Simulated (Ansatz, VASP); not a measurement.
One calculation of Na, two programs

```
Na
1.0
     0.00000    3.71037    3.71037
     3.71037    0.00000    3.71037
     3.71037    3.71037    0.00000
Na
2
Direct
  0.12500 0.12500 0.12500
  0.87500 0.87500 0.87500
```

Alike in both runs: task single point; functional r2SCAN; k mesh 8 × 8 × 8; occupations fermi-dirac, width 0.1 eV; no spin polarisation.

|  | VASP | Ansatz |
| --- | --- | --- |
| version | VASP 6.6.1 | Ansatz 0.2.0 |
| potentials or method | VASP PAW PBE potentials, release 64 (Na_pv), cutoff 520 eV | plane waves (500 eV) with PAW, scalar-relativistic |
| valence electrons in the cell | 14 | 18 |

```tsv
	VASP	Ansatz	Ansatz less VASP
pressure (GPa)	0.2	0.2	-0.02
```

VASP's potentials were made for PBE, not for r2SCAN. VASP's potentials hold 14 valence electrons a cell and Ansatz's 18, so a difference there can come from the potentials and not from the codes.
